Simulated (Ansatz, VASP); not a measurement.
**BN: VASP beside Ansatz**

Contents of INCAR:

```
SYSTEM = BN
  PREC = Accurate
  ENCUT = 520
  EDIFF = 1E-8
  ISMEAR = 0
  SIGMA = 0.01
  LREAL = .False.
  LASPH = .True.
  NELM = 80
  ALGO = Normal
  ISIF = 2
  LWAVE = .False.
  LCHARG = .False.
  GGA = PS
  LEFG = .True.
  NBANDS = 16
```

File KPOINTS:

```
regular mesh
0
Gamma
  12 12 4
  0 0 0
```

The input POSCAR:

```
BN
1.0
    2.5043123440      0.0000000000      0.0000000000
   -1.2521561720      2.1687981090      0.0000000000
    0.0000000000      0.0000000000      7.0328502833
B N
2 2
Direct
    0.3333333333      0.6666666667      0.2500000000
    0.6666666667      0.3333333333      0.7500000000
    0.3333333333      0.6666666667      0.7500000000
    0.6666666667      0.3333333333      0.2500000000
```

Input for Ansatz:

```yaml
crystal:
  lattice:
    - [2.504312344, 0.0, 0.0]
    - [-1.252156172, 2.168798109, 0.0]
    - [0.0, 0.0, 7.0328502833]
  atoms:
    - { symbol: B, position: [0.3333333333, 0.6666666667, 0.25] }
    - { symbol: B, position: [0.6666666667, 0.3333333333, 0.75] }
    - { symbol: "N", position: [0.3333333333, 0.6666666667, 0.75] }
    - { symbol: "N", position: [0.6666666667, 0.3333333333, 0.25] }
basis:
  ecutwfc: 420
kpoints:
  mp_grid: { grid: [12, 12, 4] }
hamiltonian:
  xc: pbesol
scf:
  occupations: { method: fixed }
output:
  forces: true
  stress: true
  eigenvalues: true
  efg: {}
checkpoint:
  read: start.run
  write: ck
  compress: false
  write_wavefunctions: false
  write_every: 100000
```

Alike in both runs: task electric field gradients; functional PBEsol; k mesh 12 × 12 × 4; no spin polarisation.

|  | VASP | Ansatz |
| --- | --- | --- |
| version | VASP 6.6.1 | Ansatz 0.2.0 |
| potentials or method | VASP PAW PBE potentials, release 64 (B, N), cutoff 520 eV | scalar-relativistic, plane waves, PAW |
| occupations | gaussian, width 0.01 eV | fixed |
| valence electrons in the cell | 16 | 16 |

|  | VASP | Ansatz | Ansatz less VASP |
| --- | --- | --- | --- |
| gap on the k mesh at the Fermi level (eV) | 4.26 | 4.27 | +0.010 |
| least direct gap on the mesh (eV) | 4.60 | 4.60 | +0.007 |
| pressure (GPa) | 0.3 | 0.0 | -0.28 |
| traceless stress, the component that is largest in VASP (GPa) | -0.42 | 0.00 | +0.427 |
| size of Vzz on the site where it differs most (V/Å²) | 34.5 | 27.8 | -6.71 |

VASP's potentials were made for PBE, not for PBEsol.
